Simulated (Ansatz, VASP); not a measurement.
# Na3H in VASP and in Ansatz

```
CELL_PARAMETERS angstrom
4.03584 0.00000 0.00000
0.00000 4.03584 0.00000
0.00000 0.00000 3.99436
ATOMIC_POSITIONS crystal
Na 0.00000 0.50000 0.50000
Na 0.50000 0.00000 0.50000
Na 0.50000 0.50000 0.00000
H 0.00000 0.00000 0.00000
```

Change from the starting cell: species swapped into the Cu3Pd type (P4/mmm, No. 123).

Alike in both runs: task relaxation of cell and atoms; functional PBE; k mesh 4 × 4 × 4; occupations gaussian, width 0.1 eV; no spin polarisation.

|  | VASP | Ansatz |
| --- | --- | --- |
| version | VASP 6.6.1 | Ansatz 0.2.0 |
| potentials or method | VASP PAW PBE potentials, release 64 (Na_sv, H), cutoff 970 eV | scalar-relativistic, plane waves, PAW |
| valence electrons in the cell | 28 | 28 |

Ansatz gave:

| Item | Value |
| --- | --- |
| gap on the k mesh at the Fermi level, each at its own relaxed structure (eV) | none |
| relaxed volume (Å³/atom) | 26.49 |
| relaxed cell length with the largest relative difference (Å) | 4.776 |

Question: What did VASP give for the same quantities?

Answer: gap on the k mesh at the Fermi level, each at its own relaxed structure (eV): none; relaxed volume (Å³/atom): 25.27; relaxed cell length with the largest relative difference (Å): 4.673.

A gap of «none» marks a metal or a gap that the smearing closes.

The k mesh is coarse, so the values compare programs but aren't converged. Noted on VASP's run: the volume moved by over 15 % at a fixed basis, so the end points are rough.
